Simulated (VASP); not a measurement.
# GaSb (l) (F-43m) in VASP: single point with LDA

Aim: the single point of GaSb (l) with LDA.

Program: VASP 6.6.1. These are calculated values, not measurements. Logs are shortened: lines on timing, memory, paths and dates and some standing lists are left out, and cuts for length are marked.

### 1 The cell of the first run

Symmetry: F-43m, No. 216, cubic system. Conventional cell: a = 6.049 Å, b = 6.049 Å, c = 6.049 Å, α = 90.00°, β = 90.00°, γ = 90.00°. Within 3.5 Å of Ga (site symmetry -43m) lie 4 Sb at 2.62 Å. Within 3.5 Å of Sb (site symmetry -43m) lie 4 Ga at 2.62 Å.

### 2 Single point, LDA

File INCAR:

```
SYSTEM = GaSb
PREC = Accurate
ENCUT = 500
EDIFF = 1E-6
ISMEAR = 0
SIGMA = 0.1
LREAL = .FALSE.
LASPH = .TRUE.
NELM = 120
ALGO = Normal
ISIF = 2
LWAVE = .FALSE.
LCHARG = .TRUE.
GGA = CA
LELF = .TRUE.
LVHAR = .TRUE.
NBANDS = 16
GGA_COMPAT = .FALSE.
```

File KPOINTS:

```
Automatic mesh
0
G
  12 12 12
  0 0 0
```

File POSCAR:

```
GaSb
1.0
    0.0000000000      3.0243850669      3.0243850669
    3.0243850669      0.0000000000      3.0243850669
    3.0243850669      3.0243850669      0.0000000000
Ga Sb
1 1
Direct
    0.0000000000      0.0000000000      0.0000000000
    0.2500000000      0.2500000000      0.2500000000
```

Potentials or basis: VASP PAW LDA potentials, release 64 (Ga_d, Sb).

Command:

```sh
cat potpaw_LDA.64/Ga_d/POTCAR potpaw_LDA.64/Sb/POTCAR > POTCAR
mpirun -np 1 vasp_std > vasp.out
```

OUTCAR:

```text
SYSTEM = GaSb
   PREC = Accurate
   ENCUT = 500
   EDIFF = 1E-6
   ISMEAR = 0
   LREAL = .FALSE.
   LASPH = .TRUE.
   NELM = 120
   ISIF = 2
   GGA = CA

 ion  position               nearest neighbor table
   1  0.000  0.000  0.000-   2 2.62   2 2.62   2 2.62   2 2.62
   2  0.250  0.250  0.250-   1 2.62   1 2.62   1 2.62   1 2.62

  LATTYP: Found a face centered cubic cell.
 ALAT       =     6.0487701338

  Lattice vectors:

 A1 = (   0.0000000000,   3.0243850669,   3.0243850669)
 A2 = (   3.0243850669,   0.0000000000,   3.0243850669)
 A3 = (   3.0243850669,   3.0243850669,   0.0000000000)

Analysis of symmetry for initial positions (statically):
=====================================================================
 Subroutine PRICEL returns:
 Original cell was already a primitive cell.

 Routine SETGRP: Setting up the symmetry group for a
 face centered cubic supercell.

 Subroutine GETGRP returns: Found 24 space group operations
 (whereof 24 operations were pure point group operations)
 out of a pool of 48 trial point group operations.

The static configuration has the point symmetry T_d .

Analysis of symmetry for dynamics (positions and initial velocities):
=====================================================================
 Subroutine PRICEL returns:
 Original cell was already a primitive cell.

 Routine SETGRP: Setting up the symmetry group for a
 face centered cubic supercell.

 Subroutine GETGRP returns: Found 24 space group operations
 (whereof 24 operations were pure point group operations)
 out of a pool of 48 trial point group operations.

The dynamic configuration has the point symmetry T_d .

 Subroutine INISYM returns: Found 24 space group operations
 (whereof 24 operations are pure point group operations),
 and found     1 'primitive' translations

----------------------------------------------------------------------------------------

                                     Primitive cell

  volume of cell :      55.3275

  direct lattice vectors                    reciprocal lattice vectors
     0.000000000  3.024385067  3.024385067    -0.165322864  0.165322864  0.165322864
     3.024385067  0.000000000  3.024385067     0.165322864 -0.165322864  0.165322864
     3.024385067  3.024385067  0.000000000     0.165322864  0.165322864 -0.165322864

  length of vectors
     4.277126379  4.277126379  4.277126379     0.286347599  0.286347599  0.286347599

  position of ions in fractional coordinates (direct lattice)
     0.000000000  0.000000000  0.000000000
     0.250000000  0.250000000  0.250000000

  ion indices of the primitive-cell ions
   primitive index   ion index
                 1           1
                 2           2

----------------------------------------------------------------------------------------

 KPOINTS: Automatic mesh

Automatic generation of k-mesh.
 Grid dimensions read from file:
 generate k-points for:   12   12   12

 Generating k-lattice:

  Cartesian coordinates                     Fractional coordinates (reciprocal lattice)
    -0.013776905  0.013776905  0.013776905     0.083333333  0.000000000  0.000000000
     0.013776905 -0.013776905  0.013776905     0.000000000  0.083333333  0.000000000
     0.013776905  0.013776905 -0.013776905     0.000000000  0.000000000  0.083333333

  Length of vectors
     0.023862300  0.023862300  0.023862300

  Shift w.r.t. Gamma in fractional coordinates (k-lattice)
     0.000000000  0.000000000  0.000000000

 Subroutine IBZKPT returns following result:
 ===========================================

 Found     72 irreducible k-points:

 Following reciprocal coordinates:
            Coordinates               Weight
  0.000000  0.000000  0.000000      1.000000
  0.083333  0.000000  0.000000      8.000000
  0.166667  0.000000  0.000000      8.000000
  0.250000  0.000000  0.000000      8.000000
  0.333333  0.000000  0.000000      8.000000
  0.416667  0.000000  0.000000      8.000000
[... 16 lines left out ...]
  0.500000  0.166667  0.000000     24.000000
 -0.416667  0.166667  0.000000     24.000000
 [... further k-points ...]
   k-points           NKPTS =     72   k-points in BZ     NKDIM =     72   number of bands    NBANDS=     16
   number of dos      NEDOS =    301   number of ions     NIONS =      2
   total plane-waves  NPLWV =  32768
   dimension x,y,z NGX =    32 NGY =   32 NGZ =   32
   dimension x,y,z NGXF=    64 NGYF=   64 NGZF=   64
   ions per type =               1   1
   NGX,Y,Z   is equivalent  to a cutoff of  12.44, 12.44, 12.44 a.u.
   NGXF,Y,Z  is equivalent  to a cutoff of  24.88, 24.88, 24.88 a.u.
 SYSTEM =  GaSb
   PREC   = accura    normal or accurate (medium, high low for compatibility)
   ISTART =      0    job   : 0-new  1-cont  2-samecut
   ICHARG =      2    charge: 1-file 2-atom 10-const
   ISPIN  =      1    spin polarized calculation?
   LNONCOLLINEAR =      F non collinear calculations
   LSORBIT =      F    spin-orbit coupling
   LASPH  =      T    aspherical Exc in radial PAW
   ENCUT  =  500.0 eV  36.75 Ry    6.06 a.u.   7.80  7.80  7.80*2*pi/ulx,y,z
   NELM   =    120;   NELMIN=  2; NELMDL= -5     # of ELM steps
   EDIFF  = 0.1E-05   stopping-criterion for ELM
   LREAL  =      F    real-space projection
   EDIFFG = 0.1E-04   stopping-criterion for IOM
   NSW    =      0    number of steps for IOM
   IBRION =     -1    ionic relax: 0-MD 1-quasi-New 2-CG
   NFREE  =      0    steps in history (QN), initial steepest desc. (CG)
   ISIF   =      2    stress and relaxation
   ISYM   =      2    0-nonsym 1-usesym 2-fastsym
   POTIM  = 0.5000    time-step for ionic-motion
   TEBEG  =    0.0;   TEEND  =   0.0 temperature during run
   PSTRESS=    0.0 pullay stress
   NELECT =      18.0000    total number of electrons
   NUPDOWN=      -1.0000    fix difference up-down
   EMIN   =  10.00;   EMAX   =-10.00  energy-range for DOS
   EFERMI =   0.00;   METHOD = LEGACY
   ISMEAR =     0;   SIGMA  =   0.10  broadening in eV -4-tet -1-fermi 0-gaus
   EFERMI_NEDOS =   21; number of points for ismear=-14 and -15
   IALGO  =     38    algorithm
   IMIX   =      4    mixing-type and parameters
     AMIX     =   0.40;   BMIX     =  1.00
     AMIX_MAG =   1.60;   BMIX_MAG =  1.00
  volume/ion in A,a.u.               =      27.66       186.68
  Fermi-wavevector in a.u.,A,eV,Ry     =   1.125949  2.127734 17.248927  1.267760
  Thomas-Fermi vector in A             =   2.262628
   LORBIT       =      0    0 simple, 1 ext, 2 COOP (PROOUT), +10 PAW based schemes
   GGA     = CA    functional components
   LHFCALC =     F    Hartree Fock is set to
   AEXX    =    0.0000 exact exchange contribution
   IVDW    =     0    specifies the selected vdW correction
   LEPSILON=     F    determine dielectric tensor
   LRPA    =     F    only Hartree local field effects (RPA)
 non-spin polarized calculation
 Gauss-broadening in eV      SIGMA  =   0.10
  energy-cutoff  :      500.00
  volume of cell :       55.33
 maximum number of plane-waves:      1424
   NGX = 15   NGY = 15   NGZ = 15

 number of electron      17.9999989 magnetization

 Free energy of the ion-electron system (eV)
  ---------------------------------------------------
  ext. energy  EPLUGINS =         0.00000000
  ---------------------------------------------------
  free energy    TOTEN  =        -8.67377385 eV

  energy without entropy =       -8.67369350  energy(sigma->0) =       -8.67373368

 E-fermi :   5.1259     XC(G=0):  -9.5446

 val. band max:        5.0362393010   @ k =   0.0000   0.0000   0.0000
 cond. band min:       5.1568023274   @ k =   0.0000   0.0000   0.0000
 fundamental gap:      0.1205630265
 Fermi energy:         5.1259325678

 k-point     1 :       0.0000    0.0000    0.0000
  band No.  band energies     occupation
      1     -10.1778      2.00000
      2     -10.1778      2.00000
      3     -10.1778      2.00000
      4     -10.1230      2.00000
      5     -10.1230      2.00000
      6      -6.7223      2.00000
[... 8 lines left out ...]
     15      13.6584      0.00000
     16      13.6584      0.00000

 k-point     2 :       0.0833    0.0000    0.0000
  band No.  band energies     occupation
      1     -10.1800      2.00000
      2     -10.1768      2.00000
      3     -10.1768      2.00000
      4     -10.1232      2.00000
      5     -10.1232      2.00000
      6      -6.6478      2.00000
[... 8 lines left out ...]
     15      13.1054      0.00000
     16      13.1054      0.00000

 k-point     3 :       0.1667    0.0000    0.0000
  band No.  band energies     occupation
      1     -10.1858      2.00000
      2     -10.1744      2.00000
      3     -10.1744      2.00000
      4     -10.1234      2.00000
      5     -10.1234      2.00000
      6      -6.4287      2.00000
[... 8 lines left out ...]
     15      12.6176      0.00000
     16      12.6176      0.00000

 k-point     4 :       0.2500    0.0000    0.0000
  band No.  band energies     occupation
      1     -10.1938      2.00000
      2     -10.1712      2.00000
      3     -10.1712      2.00000
      4     -10.1236      2.00000
      5     -10.1236      2.00000
      6      -6.0802      2.00000
[... 8 lines left out ...]
     15      12.5994      0.00000
     16      12.5994      0.00000

 k-point     5 :       0.3333    0.0000    0.0000
  band No.  band energies     occupation
      1     -10.2016      2.00000
      2     -10.1683      2.00000
      3     -10.1683      2.00000
      4     -10.1234      2.00000
      5     -10.1234      2.00000
      6      -5.6416      2.00000
[... 8 lines left out ...]
     15      13.1377      0.00000
     16      13.1377      0.00000

 k-point     6 :       0.4167    0.0000    0.0000
  band No.  band energies     occupation
      1     -10.2072      2.00000
      2     -10.1665      2.00000
      3     -10.1665      2.00000
      4     -10.1231      2.00000
      5     -10.1231      2.00000
      6      -5.2129      2.00000
[... 8 lines left out ...]
     15      14.0964      0.00000
     16      14.0964      0.00000

 k-point     7 :       0.5000    0.0000    0.0000
  band No.  band energies     occupation
      1     -10.2092      2.00000
      2     -10.1658      2.00000
      3     -10.1658      2.00000
      4     -10.1229      2.00000
      5     -10.1229      2.00000
      6      -5.0127      2.00000
[... 8 lines left out ...]
     15      14.9594      0.00000
     16      14.9594      0.00000

 k-point     8 :       0.0833    0.0833    0.0000
  band No.  band energies     occupation
      1     -10.1817      2.00000
      2     -10.1760      2.00000
      3     -10.1760      2.00000
      4     -10.1237      2.00000
      5     -10.1228      2.00000
      6      -6.6229      2.00000
[... 8 lines left out ...]
     15      12.4187      0.00000
     16      13.7465      0.00000

 k-point     9 :       0.1667    0.0833    0.0000
  band No.  band energies     occupation
      1     -10.1867      2.00000
      2     -10.1740      2.00000
      3     -10.1735      2.00000
      4     -10.1245      2.00000
      5     -10.1226      2.00000
      6      -6.4515      2.00000
[... 8 lines left out ...]
     15      12.0567      0.00000
     16      13.4057      0.00000
[... 172 lines left out ...]
 k-point    19 :       0.1667    0.1667    0.0000
  band No.  band energies     occupation
      1     -10.1918      2.00000
      2     -10.1711      2.00000
      3     -10.1711      2.00000
      4     -10.1258      2.00000
      5     -10.1220      2.00000
      6      -6.3286      2.00000
[... 8 lines left out ...]
     15      12.5129      0.00000
     16      14.0109      0.00000

 k-point    20 :       0.2500    0.1667    0.0000
  band No.  band energies     occupation
      1     -10.1983      2.00000
      2     -10.1682      2.00000
      3     -10.1677      2.00000
      4     -10.1271      2.00000
      5     -10.1216      2.00000
      6      -6.0672      2.00000
[... 8 lines left out ...]
     15      13.3188      0.00000
     16      13.9718      0.00000

 k-point    21 :       0.3333    0.1667    0.0000
  band No.  band energies     occupation
      1     -10.2046      2.00000
      2     -10.1658      2.00000
      3     -10.1646      2.00000
      4     -10.1277      2.00000
      5     -10.1214      2.00000
      6      -5.6886      2.00000
[... 8 lines left out ...]
     15      13.6801      0.00000
     16      14.2181      0.00000

 k-point    22 :       0.4167    0.1667    0.0000
  band No.  band energies     occupation
      1     -10.2097      2.00000
      2     -10.1642      2.00000
      3     -10.1624      2.00000
      4     -10.1274      2.00000
      5     -10.1216      2.00000
      6      -5.2461      2.00000
[... 8 lines left out ...]
     15      14.3090      0.00000
     16      14.9322      0.00000

 k-point    23 :       0.5000    0.1667    0.0000
  band No.  band energies     occupation
      1     -10.2125      2.00000
      2     -10.1633      2.00000
      3     -10.1616      2.00000
      4     -10.1263      2.00000
      5     -10.1222      2.00000
      6      -4.8742      2.00000
[... 8 lines left out ...]
     15      14.8587      0.00000
     16      14.9988      0.00000

 k-point    24 :      -0.4167    0.1667    0.0000
  band No.  band energies     occupation
      1     -10.2123      2.00000
      2     -10.1633      2.00000
      3     -10.1622      2.00000
      4     -10.1250      2.00000
      5     -10.1233      2.00000
      6      -4.8119      2.00000
[... 8 lines left out ...]
     15      13.7305      0.00000
     16      14.1604      0.00000

 [... further k-points ...]

------------------------ aborting loop because EDIFF is reached ----------------------------------------

  FORCE on cell =-STRESS in cart. coord.  units (eV):
  Direction    XX          YY          ZZ          XY          YZ          ZX
  --------------------------------------------------------------------------------------
  -------------------------------------------------------------------------------------
  Total        0.0662403      0.0662403      0.0662403      0.0000000      0.0000000      0.0000000
  in kB        1.9181906      1.9181906      1.9181906      0.0000000      0.0000000      0.0000000
  external PRESSURE =       1.9181906 kB  Pullay stress =       0.0000000 kB

 VOLUME and BASIS-vectors are now :
 -----------------------------------------------------------------------------
  energy-cutoff  :      500.00
  volume of cell :       55.33
      direct lattice vectors                 reciprocal lattice vectors
     0.000000000  3.024385067  3.024385067    -0.165322864  0.165322864  0.165322864
     3.024385067  0.000000000  3.024385067     0.165322864 -0.165322864  0.165322864
     3.024385067  3.024385067  0.000000000     0.165322864  0.165322864 -0.165322864

 POSITION                                       TOTAL-FORCE (eV/Angst)
 -----------------------------------------------------------------------------------
      0.00000      0.00000      0.00000         0.000000      0.000000      0.000000
      1.51219      1.51219      1.51219        -0.000000     -0.000000     -0.000000
 -----------------------------------------------------------------------------------
    total drift:                                0.000000      0.000000      0.000001

  FREE ENERGIE OF THE ION-ELECTRON SYSTEM (eV)
  ---------------------------------------------------
  free  energy   TOTEN  =        -8.6737738520 eV

  energy  without entropy=       -8.6736934993  energy(sigma->0) =       -8.67373368
```

Wall time 15 s (1 thread of Intel Xeon 6975P-C (Granite Rapids), shared host); peak memory 0.19 GiB.

Results:

```yaml
Free_energy: -8.6738 eV
Pressure: 0.2 GPa
```

Caveat: spin-orbit coupling is left out, which moves the levels of the heavy elements.
